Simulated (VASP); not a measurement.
# H (I4/mmm) in VASP: further runs

Runs on H. Level: PBEsol. Tasks: single point, relaxation of cell and atoms.

Everything below comes from runs of VASP 6.6.1. Logs are shortened: lines on timing, memory, paths and dates and some standing lists are left out, and cuts for length are marked.

### 1 The cell of the first run

Symmetry: I4/mmm, No. 139, tetragonal system. The conventional cell has a = 3.508 Å, b = 3.508 Å, c = 4.366 Å, α = 90.00°, β = 90.00°, γ = 90.00°. H (site symmetry 4mm) has 1 H at 0.76 Å within 1.0 Å.

### 2 Single point, PBEsol

File INCAR:

```
SYSTEM = H
ALGO = Normal
EDIFF = 1E-6
ENCUT = 520
GGA = PS
ISIF = 2
ISMEAR = -1
LASPH = .TRUE.
LCHARG = .FALSE.
LREAL = .FALSE.
LWAVE = .FALSE.
NBANDS = 8
NELM = 80
PREC = Accurate
SIGMA = 0.08
```

File KPOINTS:

```
k-points
0
G
  14 14 14
  0 0 0
```

File POSCAR:

```
H
1.0
   -1.7539625964      1.7539625964      2.1828982220
    1.7539625964     -1.7539625964      2.1828982220
    1.7539625964      1.7539625964     -2.1828982220
H
2
Direct
    0.9130381279      0.9130381279      0.0000000000
    0.0869618721      0.0869618721      0.0000000000
```

Potentials or basis: VASP PAW PBE potentials, release 64 (H).

Launch:

```console
$ cat potpaw_PBE.64/H/POTCAR > POTCAR
$ mpirun -np 1 vasp_std > vasp.out
```

OUTCAR:

```text
SYSTEM = H
   EDIFF = 1E-6
   ENCUT = 520
   GGA = PS
   ISIF = 2
   ISMEAR = -1
   LASPH = .TRUE.
   LREAL = .FALSE.
   NELM = 80
   PREC = Accurate

 ion  position               nearest neighbor table
   1  0.913  0.913  0.000-   2 0.76
   2  0.087  0.087  0.000-   1 0.76

  LATTYP: Found a body centered tetragonal cell.
 ALAT       =     3.5079251928
 C/A-ratio  =     1.2445523220

  Lattice vectors:

 A1 = (  -1.7539625964,   1.7539625964,   2.1828982220)
 A2 = (   1.7539625964,  -1.7539625964,   2.1828982220)
 A3 = (   1.7539625964,   1.7539625964,  -2.1828982220)

Analysis of symmetry for initial positions (statically):
=====================================================================
 Subroutine PRICEL returns:
 Original cell was already a primitive cell.

 Routine SETGRP: Setting up the symmetry group for a
 body centered tetragonal supercell.

 Subroutine GETGRP returns: Found 16 space group operations
 (whereof 16 operations were pure point group operations)
 out of a pool of 16 trial point group operations.

The static configuration has the point symmetry D_4h.

Analysis of symmetry for dynamics (positions and initial velocities):
=====================================================================
 Subroutine PRICEL returns:
 Original cell was already a primitive cell.

 Routine SETGRP: Setting up the symmetry group for a
 body centered tetragonal supercell.

 Subroutine GETGRP returns: Found 16 space group operations
 (whereof 16 operations were pure point group operations)
 out of a pool of 16 trial point group operations.

The dynamic configuration has the point symmetry D_4h.

 Subroutine INISYM returns: Found 16 space group operations
 (whereof 16 operations are pure point group operations),
 and found     1 'primitive' translations

----------------------------------------------------------------------------------------

                                     Primitive cell

  volume of cell :      26.8617

  direct lattice vectors                    reciprocal lattice vectors
    -1.753962596  1.753962596  2.182898222     0.000000000  0.285068793  0.229053281
     1.753962596 -1.753962596  2.182898222     0.285068793  0.000000000  0.229053281
     1.753962596  1.753962596 -2.182898222     0.285068793  0.285068793  0.000000000

  length of vectors
     3.304211589  3.304211589  3.304211589     0.365690610  0.365690610  0.403148153

  position of ions in fractional coordinates (direct lattice)
     0.913038128  0.913038128  0.000000000
     0.086961872  0.086961872  0.000000000

  ion indices of the primitive-cell ions
   primitive index   ion index
                 1           1
                 2           2

----------------------------------------------------------------------------------------

 KPOINTS: k-points

Automatic generation of k-mesh.
 Grid dimensions read from file:
 generate k-points for:   14   14   14

 Generating k-lattice:

  Cartesian coordinates                     Fractional coordinates (reciprocal lattice)
     0.000000000  0.020362057  0.016360949     0.071428571  0.000000000 -0.000000000
     0.020362057  0.000000000  0.016360949     0.000000000  0.071428571 -0.000000000
     0.020362057  0.020362057  0.000000000     0.000000000  0.000000000  0.071428571

  Length of vectors
     0.026120758  0.026120758  0.028796297

  Shift w.r.t. Gamma in fractional coordinates (k-lattice)
     0.000000000  0.000000000  0.000000000

 Subroutine IBZKPT returns following result:
 ===========================================

 Found    244 irreducible k-points:

 Following reciprocal coordinates:
            Coordinates               Weight
  0.000000  0.000000  0.000000      1.000000
  0.071429  0.000000 -0.000000      8.000000
  0.142857  0.000000 -0.000000      8.000000
  0.214286  0.000000 -0.000000      8.000000
  0.285714  0.000000 -0.000000      8.000000
  0.357143  0.000000 -0.000000      8.000000
[... 16 lines left out ...]
  0.214286  0.142857 -0.000000     16.000000
  0.285714  0.142857 -0.000000     16.000000
 [... further k-points ...]
   k-points           NKPTS =    244   k-points in BZ     NKDIM =    244   number of bands    NBANDS=      8
   number of dos      NEDOS =    301   number of ions     NIONS =      2
   total plane-waves  NPLWV =  21952
   dimension x,y,z NGX =    28 NGY =   28 NGZ =   28
   dimension x,y,z NGXF=    56 NGYF=   56 NGZF=   56
   ions per type =               2
   NGX,Y,Z   is equivalent  to a cutoff of  14.09, 14.09, 14.09 a.u.
   NGXF,Y,Z  is equivalent  to a cutoff of  28.18, 28.18, 28.18 a.u.
 SYSTEM =  H
   PREC   = accura    normal or accurate (medium, high low for compatibility)
   ISTART =      0    job   : 0-new  1-cont  2-samecut
   ICHARG =      2    charge: 1-file 2-atom 10-const
   ISPIN  =      1    spin polarized calculation?
   LNONCOLLINEAR =      F non collinear calculations
   LSORBIT =      F    spin-orbit coupling
   LASPH  =      T    aspherical Exc in radial PAW
   ENCUT  =  520.0 eV  38.22 Ry    6.18 a.u.   6.14  6.14  6.14*2*pi/ulx,y,z
   NELM   =     80;   NELMIN=  2; NELMDL= -5     # of ELM steps
   EDIFF  = 0.1E-05   stopping-criterion for ELM
   LREAL  =      F    real-space projection
   EDIFFG = 0.1E-04   stopping-criterion for IOM
   NSW    =      0    number of steps for IOM
   IBRION =     -1    ionic relax: 0-MD 1-quasi-New 2-CG
   NFREE  =      0    steps in history (QN), initial steepest desc. (CG)
   ISIF   =      2    stress and relaxation
   ISYM   =      2    0-nonsym 1-usesym 2-fastsym
   POTIM  = 0.5000    time-step for ionic-motion
   TEBEG  =    0.0;   TEEND  =   0.0 temperature during run
   PSTRESS=    0.0 pullay stress
   NELECT =       2.0000    total number of electrons
   NUPDOWN=      -1.0000    fix difference up-down
   EMIN   =  10.00;   EMAX   =-10.00  energy-range for DOS
   EFERMI =   0.00;   METHOD = LEGACY
   ISMEAR =    -1;   SIGMA  =   0.08  broadening in eV -4-tet -1-fermi 0-gaus
   EFERMI_NEDOS =   21; number of points for ismear=-14 and -15
   IALGO  =     38    algorithm
   IMIX   =      4    mixing-type and parameters
     AMIX     =   0.40;   BMIX     =  1.00
     AMIX_MAG =   1.60;   BMIX_MAG =  1.00
  volume/ion in A,a.u.               =      13.43        90.64
  Fermi-wavevector in a.u.,A,eV,Ry     =   0.688716  1.301484  6.453646  0.474330
  Thomas-Fermi vector in A             =   1.769595
   LORBIT       =      0    0 simple, 1 ext, 2 COOP (PROOUT), +10 PAW based schemes
   GGA     = PS    functional components
   LHFCALC =     F    Hartree Fock is set to
   AEXX    =    0.0000 exact exchange contribution
   IVDW    =     0    specifies the selected vdW correction
   LEPSILON=     F    determine dielectric tensor
   LRPA    =     F    only Hartree local field effects (RPA)
 non-spin polarized calculation
  energy-cutoff  :      520.00
  volume of cell :       26.86
 maximum number of plane-waves:       756
 NGX is ok and might be reduce to    28
   NGX = 13   NGY = 13   NGZ = 13

 number of electron       1.9999999 magnetization

 Free energy of the ion-electron system (eV)
  ---------------------------------------------------
  ext. energy  EPLUGINS =         0.00000000
  ---------------------------------------------------
  free energy    TOTEN  =        -6.52759825 eV

  energy without entropy =       -6.52759825  energy(sigma->0) =       -6.52759825

 E-fermi :  -6.6498     XC(G=0):  -5.0335

 val. band max:       -8.2584917195   @ k =   0.5000   0.5000   0.5000
 cond. band min:       0.5994164120   @ k =   0.5000   0.0000  -0.0000
 fundamental gap:      8.8579081316
 Fermi energy:        -6.6497975017

 k-point     1 :       0.0000    0.0000    0.0000
  band No.  band energies     occupation
      1     -10.2070      2.00000
      2       4.5374      0.00000
      3       7.8920      0.00000
      4      13.8510      0.00000
      5      13.8510      0.00000
      6      15.8780      0.00000
      7      15.8780      0.00000
      8      17.2119      0.00000

 k-point     2 :       0.0714    0.0000   -0.0000
  band No.  band energies     occupation
      1     -10.1544      2.00000
      2       4.2885      0.00000
      3       7.9942      0.00000
      4      13.2618      0.00000
      5      13.4618      0.00000
      6      15.8441      0.00000
      7      16.2960      0.00000
      8      16.9010      0.00000

 k-point     3 :       0.1429    0.0000   -0.0000
  band No.  band energies     occupation
      1     -10.0016      2.00000
      2       3.6615      0.00000
      3       8.1961      0.00000
      4      12.0190      0.00000
      5      12.7909      0.00000
      6      16.2740      0.00000
      7      16.5185      0.00000
      8      17.1000      0.00000

 k-point     4 :       0.2143    0.0000   -0.0000
  band No.  band energies     occupation
      1      -9.7672      2.00000
      2       2.8529      0.00000
      3       8.3392      0.00000
      4      10.8547      0.00000
      5      12.1805      0.00000
      6      15.8263      0.00000
      7      16.4867      0.00000
      8      17.2044      0.00000

 k-point     5 :       0.2857    0.0000   -0.0000
  band No.  band energies     occupation
      1      -9.4843      2.00000
      2       2.0175      0.00000
      3       8.3271      0.00000
      4      10.0362      0.00000
      5      11.7019      0.00000
      6      15.0403      0.00000
      7      15.9260      0.00000
      8      18.0777      0.00000

 k-point     6 :       0.3571    0.0000   -0.0000
  band No.  band energies     occupation
      1      -9.2035      2.00000
      2       1.2862      0.00000
      3       8.1443      0.00000
      4       9.6211      0.00000
      5      11.3669      0.00000
      6      14.4256      0.00000
      7      15.6528      0.00000
      8      17.4199      0.00000

 k-point     7 :       0.4286    0.0000   -0.0000
  band No.  band energies     occupation
      1      -8.9914      2.00000
      2       0.7808      0.00000
      3       7.9346      0.00000
      4       9.4734      0.00000
      5      11.1713      0.00000
      6      14.0412      0.00000
      7      15.6835      0.00000
      8      16.6410      0.00000

 k-point     8 :       0.5000    0.0000   -0.0000
  band No.  band energies     occupation
      1      -8.9115      2.00000
      2       0.5994      0.00000
      3       7.8497      0.00000
      4       9.4396      0.00000
      5      11.1073      0.00000
      6      13.9106      0.00000
      7      15.9176      0.00000
      8      16.1436      0.00000

 k-point     9 :       0.0714    0.0714   -0.0000
  band No.  band energies     occupation
      1     -10.0607      2.00000
      2       3.8082      0.00000
      3       8.4344      0.00000
      4      12.0284      0.00000
      5      13.0434      0.00000
      6      15.9277      0.00000
      7      16.7930      0.00000
      8      16.8386      0.00000

 k-point    10 :       0.1429    0.0714   -0.0000
  band No.  band energies     occupation
      1      -9.8744      2.00000
      2       3.1209      0.00000
      3       8.8050      0.00000
      4      10.6758      0.00000
      5      12.5390      0.00000
      6      16.0753      0.00000
      7      16.2012      0.00000
      8      17.4112      0.00000
[... 78 lines left out ...]
 k-point    18 :      -0.2857    0.0714    0.0000
  band No.  band energies     occupation
      1      -9.5685      2.00000
      2       2.4759      0.00000
      3       7.5804      0.00000
      4      10.2473      0.00000
      5      12.5946      0.00000
      6      14.1977      0.00000
      7      16.5713      0.00000
      8      17.0866      0.00000

 k-point    19 :      -0.2143    0.0714    0.0000
  band No.  band energies     occupation
      1      -9.8323      2.00000
      2       3.3029      0.00000
      3       7.5980      0.00000
      4      11.1843      0.00000
      5      13.2269      0.00000
      6      14.8713      0.00000
      7      15.8524      0.00000
      8      17.2054      0.00000

 k-point    20 :      -0.1429    0.0714    0.0000
  band No.  band energies     occupation
      1     -10.0331      2.00000
      2       4.0075      0.00000
      3       7.5808      0.00000
      4      12.3860      0.00000
      5      13.8375      0.00000
      6      14.9194      0.00000
      7      15.9554      0.00000
      8      17.1613      0.00000

 k-point    21 :      -0.0714    0.0714    0.0000
  band No.  band energies     occupation
      1     -10.1448      2.00000
      2       4.3843      0.00000
      3       7.6751      0.00000
      4      13.3373      0.00000
      5      14.0695      0.00000
      6      14.9119      0.00000
      7      16.2958      0.00000
      8      17.3806      0.00000

 k-point    22 :       0.1429    0.1429   -0.0000
  band No.  band energies     occupation
      1      -9.6667      2.00000
      2       2.5105      0.00000
      3       9.2253      0.00000
      4       9.2343      0.00000
      5      12.4018      0.00000
      6      15.3967      0.00000
      7      16.2603      0.00000
      8      17.9699      0.00000

 k-point    23 :       0.2143    0.1429   -0.0000
  band No.  band energies     occupation
      1      -9.4080      2.00000
      2       1.9090      0.00000
      3       8.0003      0.00000
      4       9.4030      0.00000
      5      12.1456      0.00000
      6      14.9184      0.00000
      7      16.7358      0.00000
      8      17.8282      0.00000

 k-point    24 :       0.2857    0.1429   -0.0000
  band No.  band energies     occupation
      1      -9.1440      2.00000
      2       1.3851      0.00000
      3       7.0828      0.00000
      4       9.3588      0.00000
      5      11.8415      0.00000
      6      14.5781      0.00000
      7      16.6346      0.00000
      8      18.2333      0.00000

 [... further k-points ...]
[... 5 lines left out ...]
  --------------------------------------------------------------------------------------
  -------------------------------------------------------------------------------------
  Total       -0.0218190     -0.0218190     -0.0228269      0.0000000     -0.0000000      0.0000000
  in kB       -1.3014002     -1.3014002     -1.3615161      0.0000000     -0.0000000      0.0000000
  external PRESSURE =      -1.3214388 kB  Pullay stress =       0.0000000 kB

 VOLUME and BASIS-vectors are now :
 -----------------------------------------------------------------------------
  energy-cutoff  :      520.00
  volume of cell :       26.86
      direct lattice vectors                 reciprocal lattice vectors
    -1.753962596  1.753962596  2.182898222     0.000000000  0.285068793  0.229053281
     1.753962596 -1.753962596  2.182898222     0.285068793  0.000000000  0.229053281
     1.753962596  1.753962596 -2.182898222     0.285068793  0.285068793  0.000000000

 POSITION                                       TOTAL-FORCE (eV/Angst)
 -----------------------------------------------------------------------------------
      0.00000      0.00000      3.98614        -0.000000     -0.000000     -0.002819
      0.00000      0.00000      0.37966         0.000000      0.000000      0.002819
 -----------------------------------------------------------------------------------
    total drift:                                0.000000     -0.000000      0.000000

  FREE ENERGIE OF THE ION-ELECTRON SYSTEM (eV)
  ---------------------------------------------------
  free  energy   TOTEN  =        -6.5275982473 eV

  energy  without entropy=       -6.5275982472  energy(sigma->0) =       -6.52759825
```

Wall time 80 s (1 thread of Intel Xeon Platinum 8259CL at 2.50GHz (Skylake/Cascade Lake), shared host); peak memory 0.17 GiB.

Results:

- Free energy: -6.5276 eV
- Pressure: -0.1 GPa
- Band gap on the k mesh: 8.86 eV, indirect (least direct gap 9.51 eV)

Forces on the atoms (eV/Å):
```
H    0.000  0.000 -0.003
H    0.000  0.000  0.003
```

Levels at points of the mesh, in eV from the valence-band top:
| k point | band 1 | band 2 | band 3 | band 4 | band 5 |
| --- | --- | --- | --- | --- | --- |
| (0.00, 0.00, 0.00) | -1.95 | 12.80 | 16.15 | 22.11 | 22.11 |
| (0.50, 0.00, 0.00) | -0.65 | 8.86 | 16.11 | 17.70 | 19.37 |
| (0.50, 0.50, 0.00) | -0.46 | 10.55 | 13.39 | 15.49 | 17.90 |
| (0.50, 0.50, 0.50) | 0.00 | 9.76 | 14.95 | 15.62 | 15.62 |

Caveat: the PAW data sets were made with another functional, which shifts forces and pressure a little.

### 3 Relaxation of cell and atoms, PBEsol

This run uses another cell than the first one, of 11.78 Å³/atom, 0.877 times its volume.

File INCAR:

```
PREC     = Accurate       # precision mode
ENCUT    = 600            # plane-wave cutoff, eV
EDIFF    = 1E-6           # SCF threshold, eV
ISMEAR   = -1             # smearing method
SIGMA    = 0.08           # smearing width, eV
LREAL    = F              # projectors in reciprocal space
LASPH    = T              # aspherical terms in the spheres
NELM     = 100            # most SCF steps
ALGO     = Normal         # electronic algorithm
ISIF     = 3              # what is computed and relaxed
LWAVE    = F              # write WAVECAR
LCHARG   = F              # write CHGCAR
GGA      = PS             # functional
IBRION   = 2              # ionic algorithm
NSW      = 100            # ionic steps
EDIFFG   = -0.002         # ionic threshold
```

File KPOINTS:

```
regular mesh
0
Gamma
  14 14 14
```

File POSCAR:

```
H
1.0
   -1.6915344700      1.6915344700      2.0584739900
    1.6915344700     -1.6915344700      2.0584739900
    1.6915344700      1.6915344700     -2.0584739900
H
2
Direct
    0.9098622900      0.9098622900      0.0000000000
    0.0901377100      0.0901377100      0.0000000000
```

Potentials or basis: VASP PAW PBE potentials, release 64 (H).

Launch:

```console
$ cat potpaw_PBE.64/H/POTCAR > POTCAR
$ mpirun -np 1 vasp_std > vasp.out
```

Run time: 4.1 min. Hardware: 1 thread of Intel Xeon Platinum 8259CL at 2.50GHz (Skylake/Cascade Lake), shared host; peak memory 0.16 GiB.

It converged, with:

* Free energy: -6.5278 eV
* Relaxed volume: 12.55 Å³/atom
* Relaxed cell: a = 3.227 Å, b = 3.227 Å, c = 3.227 Å, α = 115.51°, β = 115.51°, γ = 97.96°
* Space group after relaxing (to 0.05 Å): I4/mmm (No. 139)
* Energy gained by relaxing: 2.7 meV/atom
* Ionic steps: 14
* Pressure after relaxing: 0.0 GPa
* Band gap on the k mesh: 8.71 eV, indirect (least direct gap 9.46 eV)

Step by step:
```csv
step,energy change (eV),largest force (eV/Å),pressure (GPa),volume (Å³)
1,0.0000,0.5976,1.08,23.56
2,0.0309,1.3889,-2.47,23.83
3,-0.0051,0.0163,0.04,23.63
4,-0.0051,0.0041,0.07,23.63
5,-0.0051,0.0071,0.09,23.63
6,-0.0051,0.0062,0.09,23.64
7,-0.0051,0.0051,0.07,23.69
8,-0.0051,0.0015,0.06,23.78
9,-0.0052,0.0055,0.04,23.95
10,-0.0053,0.0185,0.00,24.31
11,-0.0053,0.0410,-0.07,25.05
12,-0.0054,0.0294,-0.03,25.07
13,-0.0054,0.0132,0.01,25.13
14,-0.0054,0.0004,-0.01,25.11
```

Final structure:
```
H
1.0
    -1.72159    1.72159    2.11780
     1.72159   -1.72159    2.11780
     1.72159    1.72159   -2.11780
H
2
Direct
  0.91036 0.91036 0.00000
  0.08964 0.08964 0.00000
```

Levels at points of the mesh, in eV from the valence-band top:
```tsv
k point	band 1	band 2	band 3	band 4	band 5
(0.00, 0.00, 0.00)	-2.21	13.12	16.43	22.68	22.68
(0.50, 0.00, 0.00)	-0.75	8.71	16.40	18.07	19.69
(0.50, 0.50, 0.00)	-0.54	10.45	13.54	15.72	18.30
(0.50, 0.50, 0.50)	0.00	9.76	15.07	15.73	15.73
```

Caveat: the PAW data sets were made with another functional, which shifts forces and pressure a little.
